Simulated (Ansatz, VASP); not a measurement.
## GaN in VASP and in Ansatz

File INCAR:

```
SYSTEM = GaN
PREC     = Accurate       ! precision mode
ENCUT    = 600            ! plane-wave cutoff, eV
EDIFF    = 1E-6           ! SCF threshold, eV
ISMEAR   = 0              ! smearing method
SIGMA    = 0.01           ! smearing width, eV
LREAL    = .FALSE.        ! projectors in reciprocal space
LASPH    = .TRUE.         ! aspherical terms in the spheres
NELM     = 120            ! most SCF steps
ALGO     = Normal         ! electronic algorithm
ISIF     = 2              ! what is computed and relaxed
LWAVE    = .FALSE.        ! write WAVECAR
LCHARG   = .FALSE.        ! write CHGCAR
GGA      = PE             ! functional
NBANDS   = 26             ! bands
GGA_COMPAT= .FALSE.
```

The input KPOINTS:

```
Automatic mesh
0
G
  12 12 6
  0 0 0
```

File POSCAR:

```
GaN
1.0
    3.2186242699      0.0000000000      0.0000000000
   -1.6093121350      2.7874103830      0.0000000000
    0.0000000000      0.0000000000      5.2435492390
Ga N
2 2
Direct
    0.3333333333      0.6666666667     -0.0368455862
    0.6666666667      0.3333333333      0.4631544138
    0.3333333333      0.6666666667      0.4138455862
    0.6666666667      0.3333333333      0.9138455862
```

Input for Ansatz:

```yaml
crystal:
  lattice:
    - [3.2186242699, 0.0, 0.0]
    - [-1.609312135, 2.787410383, 0.0]
    - [0.0, 0.0, 5.243549239]
  atoms:
    - { symbol: Ga, position: [0.3333333333, 0.6666666667, -0.0368455862] }
    - { symbol: Ga, position: [0.6666666667, 0.3333333333, 0.4631544138] }
    - { symbol: "N", position: [0.3333333333, 0.6666666667, 0.4138455862] }
    - { symbol: "N", position: [0.6666666667, 0.3333333333, 0.9138455862] }
basis:
  ecutwfc: 420
  xc_grid: 2
kpoints:
  mp_grid: { grid: [12, 12, 6] }
hamiltonian:
  xc: pbe
  pseudopotentials: { kind: paw, azcp: { folder: soft_1 } }
scf:
  occupations: { method: fixed }
output:
  forces: true
  stress: true
  eigenvalues: true
  polarization: {}
```

Change from the starting cell: polar distortion scaled by 0.40.

Alike in both runs: task single point; functional PBE; k mesh 12 × 12 × 6; no spin polarisation.

```csv
,VASP,Ansatz
version,VASP 6.6.1,Ansatz 0.2.0
potentials or method,"VASP PAW PBE potentials, release 64 (Ga_d, N), cutoff 600 eV","scalar-relativistic, plane waves, PAW"
occupations,"gaussian, width 0.01 eV",fixed
valence electrons in the cell,36,36
```

VASP gave:

```
gap on the k mesh at the Fermi level (eV)                     : 1.58
least direct gap on the mesh (eV)                             : 1.58
pressure (GPa)                                                : 6.2
traceless stress, the component that is largest in VASP (GPa) : -8.62
rms of the force components (eV/Å)                            : 0.624
```

**Question.** Which values does Ansatz return?

**Answer.** gap on the k mesh at the Fermi level (eV): 1.58; least direct gap on the mesh (eV): 1.58; pressure (GPa): 6.5; traceless stress, the component that is largest in VASP (GPa): -8.79; rms of the force components (eV/Å): 0.628.

Atom by atom the forces differ by 0.004 eV/Å (rms over components).
